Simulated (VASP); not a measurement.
Set up this calculation in VASP 6.6.1, as the native input.

```
Task                   : single point
Functional             : PBEsol
Potentials or basis    : VASP PAW PBE potentials, release 64 (Pb_d, O)
Cutoff                 : 520 eV
k mesh                 : 9 × 9 × 9
Occupations            : fermi-dirac, width 0.05 eV
Spin                   : no spin polarisation
Dipole correction      : no
Further INCAR settings : ALGO = Normal; EDIFF = 1e-06; NBANDS = 20
```

The structure of PbO2 lies in POSCAR:

```
PbO2
1.0
    0.0000000000      2.5753500483      2.5753500483
    2.5753500483      0.0000000000      2.5753500483
    2.5753500483      2.5753500483      0.0000000000
Pb O
1 2
Direct
    0.0000000000      0.0000000000      0.0000000000
    0.7500000000      0.7500000000      0.7500000000
    0.2500000000      0.2500000000      0.2500000000
```

The input as run:

INCAR

```
PREC     = Accurate       # precision mode
ENCUT    = 520            # plane-wave cutoff, eV
EDIFF    = 1E-6           # SCF threshold, eV
ISMEAR   = -1             # smearing method
SIGMA    = 0.05           # smearing width, eV
LREAL    = False          # projectors in reciprocal space
LASPH    = True           # aspherical terms in the spheres
NELM     = 100            # most SCF steps
ALGO     = Normal         # electronic algorithm
ISIF     = 2              # what is computed and relaxed
LWAVE    = False          # write WAVECAR
LCHARG   = False          # write CHGCAR
GGA      = PS             # functional
NBANDS   = 20             # bands
```

KPOINTS

```
Automatic mesh
0
Gamma
  9 9 9
```

Potentials or basis: VASP PAW PBE potentials, release 64 (Pb_d, O).

Command:

```bash
$ cat potpaw_PBE.64/Pb_d/POTCAR potpaw_PBE.64/O/POTCAR > POTCAR
$ mpirun -np 1 vasp_std > vasp.out
```

Results of the run:

- Pressure: 20.5 GPa
- Band gap on the k mesh: zero (bands 13 and 14 overlap by 1.50 eV)

Caveat: the cell stands under pressure; the PAW data sets were made with another functional, which shifts forces and pressure a little; spin-orbit coupling is left out, which moves the levels of the heavy elements.

Wall time 29 s on 1 thread of Intel Xeon 8259CL (shared host), peak memory 0.17 GiB.
